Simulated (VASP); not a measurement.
# Ga (Pm-3m) in VASP: a series of runs

Ga is run at these levels: PBE; tasks: relaxation of cell and atoms.

All numbers are computed with VASP 6.6.1; they aren't measurements. Logs are shortened: lines on timing, memory, paths and dates and some standing lists are left out, and cuts for length are marked.

**1. The cell of the first run**

It takes space group Pm-3m (No. 221, cubic). The conventional cell has a = 2.550 Å, b = 2.550 Å, c = 2.550 Å, α = 90.00°, β = 90.00°, γ = 90.00°. Ga (site symmetry m-3m) has 6 Ga at 2.55 Å within 3.4 Å.

**2. Relaxation of cell and atoms, PBE, target pressure 40 GPa, at which the enthalpy is minimised**

INCAR reads:

```
SYSTEM = Ga
ALGO = Normal
EDIFF = 1E-7
EDIFFG = -0.02
ENCUT = 600
GGA = PE
IBRION = 2
ISIF = 3
ISMEAR = 1
LASPH = .TRUE.
LCHARG = .FALSE.
LREAL = .FALSE.
LWAVE = .FALSE.
NELM = 80
NSW = 60
PREC = Accurate
PSTRESS = 400.0
SIGMA = 0.05
```

KPOINTS reads:

```
k-points
0
G
  10 10 10
  0 0 0
```

POSCAR reads:

```
Ga
1.0
    2.5500000000      0.0000000000      0.0000000000
    0.0000000000      2.5500000000      0.0000000000
    0.0000000000      0.0000000000      2.5500000000
Ga
1
Direct
    0.0000000000      0.0000000000      0.0000000000
```

Potentials or basis: VASP PAW PBE potentials, release 64 (Ga_d).

Run with:

```console
cat potpaw_PBE.64/Ga_d/POTCAR > POTCAR
mpirun -np 1 vasp_std > vasp.out
```

OUTCAR:

```text
SYSTEM = Ga
   EDIFF = 1E-7
   EDIFFG = -0.02
   ENCUT = 600
   GGA = PE
   IBRION = 2
   ISIF = 3
   ISMEAR = 1
   LASPH = .TRUE.
   LREAL = .FALSE.
   NELM = 80
   NSW = 60
   PREC = Accurate
   PSTRESS = 400.0

 ion  position               nearest neighbor table
   1  0.000  0.000  0.000-

  LATTYP: Found a simple cubic cell.
 ALAT       =     2.5500000000

  Lattice vectors:

 A1 = (   2.5500000000,   0.0000000000,   0.0000000000)
 A2 = (   0.0000000000,   2.5500000000,   0.0000000000)
 A3 = (   0.0000000000,   0.0000000000,   2.5500000000)

Analysis of symmetry for initial positions (statically):
=====================================================================
 Subroutine PRICEL returns:
 Original cell was already a primitive cell.

 Routine SETGRP: Setting up the symmetry group for a
 simple cubic supercell.

 Subroutine GETGRP returns: Found 48 space group operations
 (whereof 48 operations were pure point group operations)
 out of a pool of 48 trial point group operations.

The static configuration has the point symmetry O_h .

Analysis of symmetry for dynamics (positions and initial velocities):
=====================================================================
 Subroutine PRICEL returns:
 Original cell was already a primitive cell.

 Routine SETGRP: Setting up the symmetry group for a
 simple cubic supercell.

 Subroutine GETGRP returns: Found 48 space group operations
 (whereof 48 operations were pure point group operations)
 out of a pool of 48 trial point group operations.

The dynamic configuration has the point symmetry O_h .

 Subroutine INISYM returns: Found 48 space group operations
 (whereof 48 operations are pure point group operations),
 and found     1 'primitive' translations

----------------------------------------------------------------------------------------

                                     Primitive cell

  volume of cell :      16.5814

  direct lattice vectors                    reciprocal lattice vectors
     2.550000000  0.000000000  0.000000000     0.392156863  0.000000000  0.000000000
     0.000000000  2.550000000  0.000000000     0.000000000  0.392156863  0.000000000
     0.000000000  0.000000000  2.550000000     0.000000000  0.000000000  0.392156863

  length of vectors
     2.550000000  2.550000000  2.550000000     0.392156863  0.392156863  0.392156863

  position of ions in fractional coordinates (direct lattice)
     0.000000000  0.000000000  0.000000000

  ion indices of the primitive-cell ions
   primitive index   ion index
                 1           1

----------------------------------------------------------------------------------------

 KPOINTS: k-points

Automatic generation of k-mesh.
 Grid dimensions read from file:
 generate k-points for:   10   10   10

 Generating k-lattice:

  Cartesian coordinates                     Fractional coordinates (reciprocal lattice)
     0.039215686  0.000000000  0.000000000     0.100000000  0.000000000  0.000000000
     0.000000000  0.039215686  0.000000000     0.000000000  0.100000000  0.000000000
     0.000000000  0.000000000  0.039215686     0.000000000  0.000000000  0.100000000

  Length of vectors
     0.039215686  0.039215686  0.039215686

  Shift w.r.t. Gamma in fractional coordinates (k-lattice)
     0.000000000  0.000000000  0.000000000

 Subroutine IBZKPT returns following result:
 ===========================================

 Found     56 irreducible k-points:

 Following reciprocal coordinates:
            Coordinates               Weight
  0.000000  0.000000  0.000000      1.000000
  0.100000  0.000000  0.000000      6.000000
  0.200000  0.000000  0.000000      6.000000
  0.300000  0.000000  0.000000      6.000000
  0.400000  0.000000  0.000000      6.000000
  0.500000  0.000000  0.000000      3.000000
[... 16 lines left out ...]
  0.200000  0.100000  0.100000     24.000000
  0.300000  0.100000  0.100000     24.000000
 [... further k-points ...]
   k-points           NKPTS =     56   k-points in BZ     NKDIM =     56   number of bands    NBANDS=     10
   number of dos      NEDOS =    301   number of ions     NIONS =      1
   total plane-waves  NPLWV =   8000
   dimension x,y,z NGX =    20 NGY =   20 NGZ =   20
   dimension x,y,z NGXF=    40 NGYF=   40 NGZF=   40
   ions per type =               1
   NGX,Y,Z   is equivalent  to a cutoff of  13.04, 13.04, 13.04 a.u.
   NGXF,Y,Z  is equivalent  to a cutoff of  26.08, 26.08, 26.08 a.u.
 SYSTEM =  Ga
   PREC   = accura    normal or accurate (medium, high low for compatibility)
   ISTART =      0    job   : 0-new  1-cont  2-samecut
   ICHARG =      2    charge: 1-file 2-atom 10-const
   ISPIN  =      1    spin polarized calculation?
   LNONCOLLINEAR =      F non collinear calculations
   LSORBIT =      F    spin-orbit coupling
   LASPH  =      T    aspherical Exc in radial PAW
   ENCUT  =  600.0 eV  44.10 Ry    6.64 a.u.   5.09  5.09  5.09*2*pi/ulx,y,z
   NELM   =     80;   NELMIN=  2; NELMDL= -5     # of ELM steps
   EDIFF  = 0.1E-06   stopping-criterion for ELM
   LREAL  =      F    real-space projection
   EDIFFG = -.2E-01   stopping-criterion for IOM
   NSW    =     60    number of steps for IOM
   IBRION =      2    ionic relax: 0-MD 1-quasi-New 2-CG
   NFREE  =      1    steps in history (QN), initial steepest desc. (CG)
   ISIF   =      3    stress and relaxation
   ISYM   =      2    0-nonsym 1-usesym 2-fastsym
   POTIM  = 0.5000    time-step for ionic-motion
   TEBEG  =    0.0;   TEEND  =   0.0 temperature during run
   PSTRESS=  400.0 pullay stress
   NELECT =      13.0000    total number of electrons
   NUPDOWN=      -1.0000    fix difference up-down
   EMIN   =  10.00;   EMAX   =-10.00  energy-range for DOS
   EFERMI =   0.00;   METHOD = LEGACY
   ISMEAR =     1;   SIGMA  =   0.05  broadening in eV -4-tet -1-fermi 0-gaus
   EFERMI_NEDOS =   21; number of points for ismear=-14 and -15
   IALGO  =     38    algorithm
   IMIX   =      4    mixing-type and parameters
     AMIX     =   0.40;   BMIX     =  1.00
     AMIX_MAG =   1.60;   BMIX_MAG =  1.00
  volume/ion in A,a.u.               =      16.58       111.90
  Fermi-wavevector in a.u.,A,eV,Ry     =   1.509556  2.852646 31.004385  2.278758
  Thomas-Fermi vector in A             =   2.619862
   LORBIT       =      0    0 simple, 1 ext, 2 COOP (PROOUT), +10 PAW based schemes
   GGA     = PE    functional components
   LHFCALC =     F    Hartree Fock is set to
   AEXX    =    0.0000 exact exchange contribution
   IVDW    =     0    specifies the selected vdW correction
   LEPSILON=     F    determine dielectric tensor
   LRPA    =     F    only Hartree local field effects (RPA)
 conjugate gradient relaxation of ions
 non-spin polarized calculation
 Methfessel and Paxton  Order N= 1 SIGMA  =   0.05
  energy-cutoff  :      600.00
  volume of cell :       16.58
 maximum number of plane-waves:       564
   NGX = 11   NGY = 11   NGZ = 11

--------------------------------------- Ionic step        1  -------------------------------------------

 number of electron      13.0000013 magnetization

 Free energy of the ion-electron system (eV)
  ---------------------------------------------------
  ext. energy  EPLUGINS =         0.00000000
  ---------------------------------------------------
  free energy    TOTEN  =        -2.69722587 eV

  energy without entropy =       -2.69725167  energy(sigma->0) =       -2.69723447

------------------------ aborting loop because EDIFF is reached ----------------------------------------

  FORCE on cell =-STRESS in cart. coord.  units (eV):
  Direction    XX          YY          ZZ          XY          YZ          ZX
  --------------------------------------------------------------------------------------
  -------------------------------------------------------------------------------------
  Total        1.4976075      1.4976075      1.4976075     -0.0000000     -0.0000000      0.0000000
  in kB      144.7064981    144.7064981    144.7064981     -0.0000000     -0.0000000      0.0000000
  external PRESSURE =    -255.2935019 kB  Pullay stress =     400.0000000 kB

 VOLUME and BASIS-vectors are now :
 -----------------------------------------------------------------------------
  energy-cutoff  :      600.00
  volume of cell :       16.58
      direct lattice vectors                 reciprocal lattice vectors
     2.550000000  0.000000000  0.000000000     0.392156863  0.000000000  0.000000000
     0.000000000  2.550000000  0.000000000     0.000000000  0.392156863  0.000000000
     0.000000000  0.000000000  2.550000000     0.000000000  0.000000000  0.392156863
[... 7 lines left out ...]
  FREE ENERGIE OF THE ION-ELECTRON SYSTEM (eV)
  ---------------------------------------------------
  free  energy   TOTEN  =        -2.6972258664 eV

  energy  without entropy=       -2.6972516702  energy(sigma->0) =       -2.69723447

  enthalpy is  TOTEN    =         1.4424844364 eV   P V=        4.1397103029

--------------------------------------- Ionic step        2  -------------------------------------------

 number of electron      13.0000002 magnetization

 E-fermi :  11.4863     XC(G=0): -13.9282

 val. band max:       11.4542375904   @ k =   0.4000   0.3000   0.2000
 cond. band min:      11.8181028568   @ k =   0.5000   0.4000   0.3000
 fundamental gap:      0.3638652664
 Fermi energy:        11.4862648134

 k-point     1 :       0.0000    0.0000    0.0000
  band No.  band energies     occupation
      1      -5.4175      2.00000
      2      -5.4175      2.00000
      3      -4.2750      2.00000
      4      -3.5316      2.00000
      5      -3.5316      2.00000
      6      -3.5316      2.00000
      7      25.3088      0.00000
      8      25.3088      0.00000
      9      25.3088      0.00000
     10      28.5172      0.00000

 k-point     2 :       0.1000    0.0000    0.0000
  band No.  band energies     occupation
      1      -5.3995      2.00000
      2      -5.3232      2.00000
      3      -3.9516      2.00000
      4      -3.5854      2.00000
      5      -3.5854      2.00000
      6      -3.5271      2.00000
      7      21.3962      0.00000
      8      25.6847      0.00000
      9      25.6847      0.00000
     10      28.7232      0.00000
[... 388 lines left out ...]
  FREE ENERGIE OF THE ION-ELECTRON SYSTEM (eV)
  ---------------------------------------------------
  free  energy   TOTEN  =        -2.3009345693 eV

  energy  without entropy=       -2.3009091753  energy(sigma->0) =       -2.30092610

  enthalpy is  TOTEN    =         1.2161814384 eV   P V=        3.5171160077

--------------------------------------- Ionic step        5  -------------------------------------------

 number of electron      13.0000013 magnetization

 Free energy of the ion-electron system (eV)
  ---------------------------------------------------
  ext. energy  EPLUGINS =         0.00000000
  ---------------------------------------------------
  free energy    TOTEN  =        -2.28923447 eV

  energy without entropy =       -2.28922098  energy(sigma->0) =       -2.28922997

 E-fermi :   8.2662     XC(G=0): -12.4961

 val. band max:        8.2539216161   @ k =   0.5000   0.5000   0.2000
 cond. band min:       8.4189611300   @ k =   0.5000   0.5000   0.0000
 fundamental gap:      0.1650395139
 Fermi energy:         8.2661847856

 k-point     1 :       0.0000    0.0000    0.0000
  band No.  band energies     occupation
      1      -7.6018      2.00000
      2      -7.6018      2.00000
      3      -6.4569      2.00000
      4      -6.4569      2.00000
      5      -6.4569      2.00000
      6      -5.0518      2.00000
      7      19.9561      0.00000
      8      19.9561      0.00000
      9      19.9561      0.00000
     10      22.8844      0.00000

 k-point     2 :       0.1000    0.0000    0.0000
  band No.  band energies     occupation
      1      -7.5918      2.00000
      2      -7.5370      2.00000
      3      -6.4886      2.00000
      4      -6.4886      2.00000
      5      -6.4543      2.00000
      6      -4.7851      2.00000
      7      16.6261      0.00000
      8      20.2547      0.00000
      9      20.2547      0.00000
     10      23.0855      0.00000
[... 308 lines left out ...]
 POSITION                                       TOTAL-FORCE (eV/Angst)
 -----------------------------------------------------------------------------------
      0.00000      0.00000      0.00000        -0.000000     -0.000000      0.000000
 -----------------------------------------------------------------------------------
    total drift:                                0.000000      0.000000      0.000000

  FREE ENERGIE OF THE ION-ELECTRON SYSTEM (eV)
  ---------------------------------------------------
  free  energy   TOTEN  =        -2.2892344732 eV

  energy  without entropy=       -2.2892209778  energy(sigma->0) =       -2.28922997

  enthalpy is  TOTEN    =         1.2161128270 eV   P V=        3.5053473003

 reached required accuracy - stopping structural energy minimisation
```

Run time: 54 s. Hardware: 1 thread of Intel Xeon 8259CL, shared host; peak memory 0.14 GiB.

What came out:

* Free energy: -2.2892 eV
* Relaxed volume: 14.04 Å³/atom
* Relaxed cell: a = 2.412 Å, b = 2.412 Å, c = 2.412 Å, α = 90.00°, β = 90.00°, γ = 90.00°
* Space group after relaxing (to 0.05 Å): Pm-3m (No. 221)
* Energy change on relaxing (the enthalpy is what falls): +408.0 meV/atom
* Ionic steps: 5
* Pressure after relaxing: 40.2 GPa

Step by step:
```
step  energy change (eV)  largest force (eV/Å)  pressure (GPa)  volume (Å³)
   1              0.0000                0.0000           14.47        16.58
   2              1.8091                0.0000          122.61        11.01
   3              0.3622                0.0000           37.27        14.23
   4              0.3963                0.0000           39.38        14.09
   5              0.4080                0.0000           40.20        14.04
```

Final structure:
```xyz
1
Lattice="2.4125 0.0000 0.0000 0.0000 2.4125 0.0000 0.0000 0.0000 2.4125" Properties=species:S:1:pos:R:3 pbc="T T T"
Ga    0.0000    0.0000    0.0000
```

Caveat: the cell is relaxed towards a set pressure, so the enthalpy falls and the energy may rise; the volume moved by over 15 % at a fixed basis, so the end points are rough.

**3. Relaxation of cell and atoms, PBE, target pressure 60 GPa, at which the enthalpy is minimised**

INCAR reads:

```
  PREC = Accurate
  ENCUT = 600
  EDIFF = 1E-7
  ISMEAR = 1
  SIGMA = 0.05
  LREAL = F
  LASPH = T
  NELM = 100
  ALGO = Normal
  ISIF = 3
  LWAVE = F
  LCHARG = F
  GGA = PE
  IBRION = 2
  NSW = 60
  EDIFFG = -0.02
  PSTRESS = 600.0
```

KPOINTS reads:

```
regular mesh
0
Gamma
  10 10 10
```

POSCAR is that of step 2.

Potentials or basis: VASP PAW PBE potentials, release 64 (Ga_d).

Run with:

```console
cat potpaw_PBE.64/Ga_d/POTCAR > POTCAR
mpirun -np 1 vasp_std > vasp.out
```

OUTCAR:

```text
PREC = Accurate
   ENCUT = 600
   EDIFF = 1E-7
   ISMEAR = 1
   LREAL = F
   LASPH = T
   NELM = 100
   ISIF = 3
   GGA = PE
   IBRION = 2
   NSW = 60
   EDIFFG = -0.02
   PSTRESS = 600.0

 ion  position               nearest neighbor table
   1  0.000  0.000  0.000-

  LATTYP: Found a simple cubic cell.
 ALAT       =     2.5500000000

  Lattice vectors:

 A1 = (   2.5500000000,   0.0000000000,   0.0000000000)
 A2 = (   0.0000000000,   2.5500000000,   0.0000000000)
 A3 = (   0.0000000000,   0.0000000000,   2.5500000000)

Analysis of symmetry for initial positions (statically):
=====================================================================
 Subroutine PRICEL returns:
 Original cell was already a primitive cell.

 Routine SETGRP: Setting up the symmetry group for a
 simple cubic supercell.

[... 209 lines left out ...]
 Fermi energy:        18.3976051275

 k-point     1 :       0.0000    0.0000    0.0000
  band No.  band energies     occupation
      1      -2.4286      2.00000
      2      -1.6370      2.00000
      3      -1.6370      2.00000
      4       2.1131      2.00000
      5       2.1131      2.00000
      6       2.1131      2.00000
      7      35.4131      0.00000
      8      35.4131      0.00000
      9      35.4131      0.00000
     10      40.0174      0.00000
[... 409 lines left out ...]
--------------------------------------- Ionic step        5  -------------------------------------------

 number of electron      12.9999994 magnetization

 Free energy of the ion-electron system (eV)
  ---------------------------------------------------
  ext. energy  EPLUGINS =         0.00000000
  ---------------------------------------------------
  free energy    TOTEN  =        -1.95750964 eV

  energy without entropy =       -1.95754266  energy(sigma->0) =       -1.95752065

 E-fermi :   9.1985     XC(G=0): -12.9484

 val. band max:        9.1847422855   @ k =   0.5000   0.5000   0.2000
 cond. band min:       9.4967746568   @ k =   0.3000   0.0000   0.0000
 fundamental gap:      0.3120323713
 Fermi energy:         9.1985354092

 k-point     1 :       0.0000    0.0000    0.0000
  band No.  band energies     occupation
      1      -6.9116      2.00000
      2      -6.9116      2.00000
      3      -5.5580      2.00000
      4      -5.5580      2.00000
      5      -5.5580      2.00000
      6      -4.8261      2.00000
      7      21.6025      0.00000
      8      21.6025      0.00000
      9      21.6025      0.00000
     10      24.5879      0.00000
[... 331 lines left out ...]
  energy  without entropy=       -1.9575426637  energy(sigma->0) =       -1.95752065

  enthalpy is  TOTEN    =         2.8986647377 eV   P V=        4.8561743765

 reached required accuracy - stopping structural energy minimisation
```

CONTCAR:

```text
Ga
   1.00000000000000
     2.3493688256668115   -0.0000000000000000    0.0000000000000000
    -0.0000000000000000    2.3493688256668115   -0.0000000000000000
     0.0000000000000000   -0.0000000000000000    2.3493688256668115
  Ga
     1
Direct
     0.0000000000000000    0.0000000000000000    0.0000000000000000

  0.00000000E+00  0.00000000E+00  0.00000000E+00
```

Run time: 63 s. Hardware: 1 thread of Intel Xeon 8259CL, shared host; peak memory 0.14 GiB.

Results:

- Free energy: -1.9575 eV
- Relaxed volume: 12.97 Å³/atom
- Relaxed cell: a = 2.349 Å, b = 2.349 Å, c = 2.349 Å, α = 90.00°, β = 90.00°, γ = 90.00°
- Space group after relaxing (to 0.05 Å): Pm-3m (No. 221)
- Energy change on relaxing (the enthalpy is what falls): +739.7 meV/atom
- Ionic steps: 5
- Pressure after relaxing: 60.1 GPa

Step by step:
```
step  energy change (eV)  largest force (eV/Å)  pressure (GPa)  volume (Å³)
   1              0.0000                0.0000           14.47        16.58
   2              7.1464                0.0000          474.73         7.65
   3              0.5600                0.0000           49.41        13.49
   4              0.6574                0.0000           55.21        13.20
   5              0.7397                0.0000           60.09        12.97
```

Final structure:
```
CELL_PARAMETERS angstrom
2.34937 0.00000 0.00000
0.00000 2.34937 0.00000
0.00000 0.00000 2.34937
ATOMIC_POSITIONS crystal
Ga 0.00000 0.00000 0.00000
```

Caveat: the cell is relaxed towards a set pressure, so the enthalpy falls and the energy may rise; the volume moved by over 15 % at a fixed basis, so the end points are rough.
